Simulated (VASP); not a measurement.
# LaHg (R-3m) in VASP: notebook, part 2 of 2

VASP 6.6.1.

## Step 3: Single point, LDA (equal xy, yz and zx shear strains of -1 %)

INCAR

```
PREC = Accurate
ENCUT = 520
EDIFF = 1E-6
ISMEAR = -1
SIGMA = 0.08
LREAL = F
LASPH = T
NELM = 80
ALGO = Normal
ISIF = 2
LWAVE = F
LCHARG = T
GGA = CA
LELF = T
LVHAR = T
NBANDS = 18
```

KPOINTS

```
regular mesh
0
Gamma
  11 11 11
```

POSCAR

```
LaHg
1.0
    3.8370000000     -0.0191850000     -0.0191850000
   -0.0191850000      3.8370000000     -0.0191850000
   -0.0191850000     -0.0191850000      3.8370000000
La Hg
1 1
Direct
    0.5000000000      0.5000000000      0.5000000000
    0.0000000000      0.0000000000      0.0000000000
```

Potentials or basis: VASP PAW LDA potentials, release 64 (La, Hg).

Launch:

```
$ cat potpaw_LDA.64/La/POTCAR potpaw_LDA.64/Hg/POTCAR > POTCAR
$ mpirun -np 1 vasp_std > vasp.out
```

OUTCAR:

```text
PREC = Accurate
   ENCUT = 520
   EDIFF = 1E-6
   ISMEAR = -1
   LREAL = F
   LASPH = T
   NELM = 80
   ISIF = 2
   GGA = CA

 ion  position               nearest neighbor table
   1  0.500  0.500  0.500-   2 3.29   2 3.29   2 3.33   2 3.33   2 3.33   2 3.33   2 3.33   2 3.33

   2  0.000  0.000  0.000-   1 3.29   1 3.29   1 3.33   1 3.33   1 3.33   1 3.33   1 3.33   1 3.33

  LATTYP: Found a trigonal (rhomboedric) cell.
 ALAT       =     3.8370959238
 COS(alpha) =    -0.0099745013

  Lattice vectors:

 A1 = (   3.8370000000,  -0.0191850000,  -0.0191850000)
 A2 = (  -0.0191850000,   3.8370000000,  -0.0191850000)
 A3 = (  -0.0191850000,  -0.0191850000,   3.8370000000)

Analysis of symmetry for initial positions (statically):
=====================================================================
 Subroutine PRICEL returns:
 Original cell was already a primitive cell.

 Routine SETGRP: Setting up the symmetry group for a
 trigonal (rhombohedral) supercell.

 Subroutine GETGRP returns: Found 12 space group operations
[... 155 lines left out ...]
 number of electron      23.0000001 magnetization

 Free energy of the ion-electron system (eV)
  ---------------------------------------------------
  ext. energy  EPLUGINS =         0.00000000
  ---------------------------------------------------
  free energy    TOTEN  =        -7.68876143 eV

  energy without entropy =       -7.63103285  energy(sigma->0) =       -7.65989714

 E-fermi :   6.6156     XC(G=0): -10.6540

 val. band max:        6.6142153984   @ k =   0.4545   0.3636   0.0909
 cond. band min:       6.6197315907   @ k =   0.2727   0.0909   0.0909
 fundamental gap:      0.0055161923
 Fermi energy:         6.6155951651

 k-point     1 :       0.0000    0.0000    0.0000
  band No.  band energies     occupation
      1     -26.3130      2.00000
      2      -9.7901      2.00000
      3      -9.7710      2.00000
      4      -9.7710      2.00000
      5      -1.0454      2.00000
      6      -1.0454      2.00000
[... 481 lines left out ...]
      5      -0.9405      2.00000
      6      -0.8065      2.00000
[... 10 lines left out ...]
     17       8.1648      0.00000
     18       8.1853      0.00000

 [... further k-points ...]
[... 5 lines left out ...]
  --------------------------------------------------------------------------------------
  -------------------------------------------------------------------------------------
  Total       -0.6047127     -0.6047127     -0.6047127      0.0910618      0.0910618      0.0910618
  in kB      -17.1520869    -17.1520869    -17.1520869      2.5828779      2.5828779      2.5828779
  external PRESSURE =     -17.1520869 kB  Pullay stress =       0.0000000 kB

 VOLUME and BASIS-vectors are now :
 -----------------------------------------------------------------------------
  energy-cutoff  :      520.00
  volume of cell :       56.49
      direct lattice vectors                 reciprocal lattice vectors
     3.837000000 -0.019185000 -0.019185000     0.260633373  0.001309715  0.001309715
    -0.019185000  3.837000000 -0.019185000     0.001309715  0.260633373  0.001309715
    -0.019185000 -0.019185000  3.837000000     0.001309715  0.001309715  0.260633373

 POSITION                                       TOTAL-FORCE (eV/Angst)
 -----------------------------------------------------------------------------------
      1.89932      1.89932      1.89932         0.000000     -0.000000      0.000000
      0.00000      0.00000      0.00000        -0.000000      0.000000      0.000000
 -----------------------------------------------------------------------------------
    total drift:                                0.000000     -0.000000     -0.000000

  FREE ENERGIE OF THE ION-ELECTRON SYSTEM (eV)
  ---------------------------------------------------
  free  energy   TOTEN  =        -7.6887614319 eV

  energy  without entropy=       -7.6310328494  energy(sigma->0) =       -7.65989714
```

It took 93 s on 1 thread of Intel Xeon Platinum 8488C (Sapphire Rapids), shared host; peak memory 0.3 GiB.

What came out:

| Item | Value |
| --- | --- |
| Free energy | -7.6888 eV |
| Pressure | -1.7 GPa |

Levels at points of the mesh, in eV from the Fermi level:
```
           k point  band 8  band 9  band 10  band 11  band 12  band 13  band 14  band 15
(0.00, 0.00, 0.00)   -7.21   -7.21    -7.10    -0.05    -0.05     1.37     1.37     1.39
```

Caveat: the cell differs from its parent crystal (equal xy, yz and zx shear strains of -1 %); spin-orbit coupling is left out, which moves the levels of the heavy elements.

## Step 4: Single point, LDA (equal xy, yz and zx shear strains of +1 %)

INCAR

```
ALGO     = Normal         # electronic algorithm
EDIFF    = 1E-6           # SCF threshold, eV
ENCUT    = 520            # plane-wave cutoff, eV
GGA      = CA             # functional
ISIF     = 2              # what is computed and relaxed
ISMEAR   = -1             # smearing method
LASPH    = T              # aspherical terms in the spheres
LCHARG   = T              # write CHGCAR
LELF     = T              # ELF
LREAL    = F              # projectors in reciprocal space
LVHAR    = T            
LWAVE    = F              # write WAVECAR
NBANDS   = 18             # bands
NELM     = 80             # most SCF steps
PREC     = Accurate       # precision mode
SIGMA    = 0.08           # smearing width, eV
```

KPOINTS

```
k-points
0
Gamma
  11 11 11
```

POSCAR

```
LaHg
1.0
    3.8370000000      0.0191850000      0.0191850000
    0.0191850000      3.8370000000      0.0191850000
    0.0191850000      0.0191850000      3.8370000000
La Hg
1 1
Direct
    0.5000000000      0.5000000000      0.5000000000
    0.0000000000      0.0000000000      0.0000000000
```

Launch:

```
$ cat potpaw_LDA.64/La/POTCAR potpaw_LDA.64/Hg/POTCAR > POTCAR
$ mpirun -np 1 vasp_std > vasp.out
```

Wall time 97 s (1 thread of Intel Xeon Platinum 8488C (Sapphire Rapids), shared host); peak memory 0.3 GiB.

Results (log left out):

| Property | Result |
| --- | --- |
| Free energy | -7.6889 eV |
| Pressure | -1.7 GPa |

Stress tensor (GPa, compression positive):
```
-1.71 -0.23 -0.23
-0.23 -1.71 -0.23
-0.23 -0.23 -1.71
```

Levels at points of the mesh, in eV from the Fermi level:
| k point | band 8 | band 9 | band 10 | band 11 | band 12 | band 13 | band 14 | band 15 |
| --- | --- | --- | --- | --- | --- | --- | --- | --- |
| (0.00, 0.00, 0.00) | -7.23 | -7.20 | -7.10 | -0.05 | -0.05 | 1.36 | 1.38 | 1.38 |

Caveat: the cell differs from its parent crystal (equal xy, yz and zx shear strains of +1 %); spin-orbit coupling is left out, which moves the levels of the heavy elements.

## Step 5: Single point, LDA (equal xy, yz and zx shear strains of +2 %)

INCAR

```
SYSTEM = LaHg
ALGO = Normal
EDIFF = 1E-6
ENCUT = 520
ISIF = 2
ISMEAR = -1
LASPH = .True.
LCHARG = .False.
LREAL = .False.
LWAVE = .False.
NBANDS = 18
NELM = 60
PREC = Accurate
SIGMA = 0.08
```

KPOINTS

```
k-points
0
Gamma
  11 11 11
  0 0 0
```

POSCAR

```
LaHg
1.0
    3.8370000000      0.0383700000      0.0383700000
    0.0383700000      3.8370000000      0.0383700000
    0.0383700000      0.0383700000      3.8370000000
La Hg
1 1
Direct
    0.5000000000      0.5000000000      0.5000000000
    0.0000000000      0.0000000000      0.0000000000
```

Launch:

```
$ cat potpaw_LDA.64/La/POTCAR potpaw_LDA.64/Hg/POTCAR > POTCAR
$ mpirun -np 1 vasp_std > vasp.out
```

Wall time 84 s (1 thread of Intel Xeon Platinum 8488C (Sapphire Rapids), shared host); peak memory 0.3 GiB.

It converged, with:

| Quantity | Value |
| --- | --- |
| Free energy | -7.6854 eV |
| Pressure | -1.7 GPa |

Stress tensor (GPa, compression positive):
```
-1.67 -0.44 -0.44
-0.44 -1.67 -0.44
-0.44 -0.44 -1.67
```

Levels at points of the mesh, in eV from the Fermi level:
| k point | band 8 | band 9 | band 10 | band 11 | band 12 | band 13 | band 14 | band 15 |
| --- | --- | --- | --- | --- | --- | --- | --- | --- |
| (0.00, 0.00, 0.00) | -7.25 | -7.18 | -7.10 | -0.04 | -0.04 | 1.36 | 1.38 | 1.38 |

Caveat: the cell differs from its parent crystal (equal xy, yz and zx shear strains of +2 %); spin-orbit coupling is left out, which moves the levels of the heavy elements.

## Step 6: The runs side by side

| cell | gap on the mesh (eV) | pressure (GPa) |
| --- | --- | --- |
| a = 3.837 Å, angles 91.1°, 2 atoms | none | -1.7 |
| a = 3.837 Å, angles 90.6°, 2 atoms | none | -1.7 |
| a = 3.837 Å, angles 89.4°, 2 atoms | none | -1.7 |
| a = 3.837 Å, angles 88.8°, 2 atoms | none | -1.7 |

Alike in all rows: task single point; level LDA; potentials or basis VASP PAW LDA potentials, release 64 (La, Hg); no spin polarisation; k mesh 11 × 11 × 11; cutoff (eV) 520; smearing fermi-dirac 0.08 eV.

Caveats: spin-orbit coupling is left out, which moves the levels of the heavy elements.

Total energies depend on the potentials used, so only differences within one code and one set of settings carry meaning.
